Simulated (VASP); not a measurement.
Set up this calculation in VASP 6.6.1, as the native input.

```yaml
Task: single point
Functional: PBE
Potentials_or_basis: VASP PAW PBE potentials, release 64 (C)
Cutoff: 520 eV
k_mesh: 6 × 8 × 6
Occupations: gaussian, width 0.1 eV
Spin: collinear spin, ferromagnetic start
Starting_moments: "[1.0, 1.0, 1.0, 1.0] μB"
Dipole_correction: no
Further_INCAR_settings: ALGO = Normal; EDIFF = 1e-06; NBANDS = 20
```

The structure of C lies in POSCAR:

```
C
1.0
    2.7544920200      0.0000000000      0.0000000000
    0.0000000000      2.1271635300      0.0000000000
   -1.1382990200      0.0000000000      2.7687800900
C
4
Direct
    0.7743377800      0.1595428100      0.1612302100
    0.2256622200      0.6595428100      0.3387697900
    0.2256622200      0.8404571900      0.8387697900
    0.7743377800      0.3404571900      0.6612302100
```

These files were run (other wordings do the same):

INCAR

```
PREC = Accurate
ENCUT = 520
EDIFF = 1E-6
ISMEAR = 0
SIGMA = 0.1
LREAL = F
LASPH = T
NELM = 150
ALGO = Normal
ISIF = 2
LWAVE = F
LCHARG = F
ISPIN = 2
MAGMOM = 1 1 1 1
LORBIT = 11
GGA = PE
NBANDS = 20
```

KPOINTS

```
Automatic mesh
0
Gamma
  6 8 6
```

Potentials or basis: VASP PAW PBE potentials, release 64 (C).

Command:

```sh
$ cat potpaw_PBE.64/C/POTCAR > POTCAR
$ mpirun -np 1 vasp_std > vasp.out
```

It gave:

```json
{
  "Pressure": "219.3 GPa",
  "Largest force": "4.477 eV/Å",
  "Band gap on the k mesh": "zero (filled and empty bands overlap)",
  "Net moment": "0.00 μB per cell",
  "Valence electrons inside the program's atomic spheres": "C 2.64"
}
```

Caveat: the k points lie up to 0.41 Å⁻¹ apart; forces of over 1 eV/Å act on the atoms, so gaps and moduli don't describe the material at rest.

It took 22 s on 1 thread of Intel(R) Xeon(R) 6975P-C (Granite Rapids) (shared host), peak memory 0.15 GiB.
